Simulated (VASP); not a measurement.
Write the native input for VASP 6.6.1 that does the following.

| Property | Result |
| --- | --- |
| Task | single point |
| Functional | PBE |
| Potentials or basis | VASP PAW PBE potentials, release 64 (Sc_sv, Al) |
| Cutoff | 520 eV |
| k mesh | 12 × 12 × 12 |
| Occupations | gaussian, width 0.15 eV |
| Spin | no spin polarisation |
| Dipole correction | no |
| Further INCAR settings | ALGO = Fast; EDIFF = 1e-06; NBANDS = 18 |

The structure of ScAl3 lies in POSCAR:

```
ScAl3
1.0
    4.1053305968      0.0000000000      0.0000000000
    0.0000000000      4.1053305968      0.0000000000
    0.0000000000      0.0000000000      4.1053305968
Sc Al
1 3
Direct
    0.0000000000      0.0000000000      0.0000000000
    0.4655517740      0.0344482260      0.5000000000
    0.0000000000      0.5000000000      0.5000000000
    0.5000000000      0.5000000000      0.0000000000
```

This cell differs from its parent crystal: atom 2 (Al) moved -0.200 Å along Cartesian [1 -1 0].

These files were run (other wordings do the same):

INCAR

```
PREC = Accurate
ENCUT = 520
EDIFF = 1E-6
ISMEAR = 0
SIGMA = 0.15
LREAL = F
LASPH = T
NELM = 80
ALGO = Fast
ISIF = 2
LWAVE = F
LCHARG = F
GGA = PE
NBANDS = 18
```

KPOINTS

```
regular mesh
0
Gamma
  12 12 12
```

Potentials or basis: VASP PAW PBE potentials, release 64 (Sc_sv, Al).

Command:

```sh
$ cat potpaw_PBE.64/Sc_sv/POTCAR potpaw_PBE.64/Al/POTCAR > POTCAR
$ mpirun -np 1 vasp_std > vasp.out
```

Results of the run:

* Pressure: 0.8 GPa
* Largest force: 1.120 eV/Å
* Band gap on the k mesh: zero (bands 10 and 11 overlap by 3.80 eV)

Caveat: the cell differs from its parent crystal (atom 2 (Al) moved -0.200 Å along Cartesian [1 -1 0]); forces of over 1 eV/Å act on the atoms, so gaps and moduli don't describe the material at rest.

Wall time 4 min on 1 thread of Intel(R) Xeon(R) 6975P-C (Granite Rapids) (shared host), peak memory 0.64 GiB.
